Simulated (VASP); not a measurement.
A run of VASP 6.6.1:

The input INCAR:

```
SYSTEM = SrO
PREC     = Accurate       ! precision mode
ENCUT    = 520            ! plane-wave cutoff, eV
EDIFF    = 1E-7           ! SCF threshold, eV
ISMEAR   = 0              ! smearing method
SIGMA    = 0.01           ! smearing width, eV
LREAL    = .FALSE.        ! projectors in reciprocal space
LASPH    = .TRUE.         ! aspherical terms in the spheres
NELM     = 100            ! most SCF steps
ALGO     = Normal         ! electronic algorithm
ISIF     = 2              ! what is computed and relaxed
LWAVE    = .FALSE.        ! write WAVECAR
LCHARG   = .FALSE.        ! write CHGCAR
GGA      = PS             ! functional
NBANDS   = 15             ! bands
```

KPOINTS

```
Automatic mesh
0
G
  8 8 8
  0 0 0
```

POSCAR

```
SrO
1.0
    0.0000000000      2.5523324856      2.5523324856
    2.5523324856      0.0000000000      2.5523324856
    2.5523324856      2.5523324856      0.0000000000
Sr O
1 1
Direct
    0.5000000000      0.5000000000      0.5000000000
    0.0000000000      0.0000000000      0.0000000000
```

Potentials or basis: VASP PAW PBE potentials, release 64 (Sr_sv, O).

Command:

```bash
$ cat potpaw_PBE.64/Sr_sv/POTCAR potpaw_PBE.64/O/POTCAR > POTCAR
$ mpirun -np 1 vasp_std > vasp.out
```

Hardware: 1 thread of Intel(R) Xeon(R) Platinum 8259CL CPU @ 2.50GHz (Skylake/Cascade Lake), on a shared host.

Problem. How long does it take, and how much memory?

Solution. It took 14 s on 1 thread of Intel(R) Xeon(R) Platinum 8259CL CPU @ 2.50GHz (Skylake/Cascade Lake) (shared host), peak memory 0.16 GiB. Counts: scf iterations 15, k points 29.
